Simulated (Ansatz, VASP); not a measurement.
**Two plane-wave programs on Ta**

```
Ta
1.0
    -1.62651    1.62651    1.62651
     1.62651   -1.62651    1.62651
     1.62651    1.62651   -1.62651
Ta
1
Direct
  0.00000 0.00000 0.00000
```

Change from the starting cell: strain -0.015 along x and y, -0.015 along z, atoms carried along.

Alike in both runs: task single point; functional PBEsol; k mesh 20 × 20 × 20; occupations gaussian, width 0.15 eV; no spin polarisation.

|  | VASP | Ansatz |
| --- | --- | --- |
| version | VASP 6.6.1 | Ansatz 0.2.0 |
| potentials or method | VASP PAW PBE potentials, release 64 (Ta_pv), cutoff 520 eV | scalar-relativistic, plane waves, PAW |
| valence electrons in the cell | 11 | 13 |

|  | VASP | Ansatz | Ansatz less VASP |
| --- | --- | --- | --- |
| gap on the k mesh at the Fermi level (eV) | none | none | - |
| pressure (GPa) | 6.1 | 5.8 | -0.25 |

VASP's potentials were made for PBE, not for PBEsol. A gap of «none» marks a metal or a gap that the smearing closes. VASP's potentials hold 11 valence electrons a cell and Ansatz's 13, so a difference there can come from the potentials and not from the codes.

Spin-orbit coupling is off throughout.
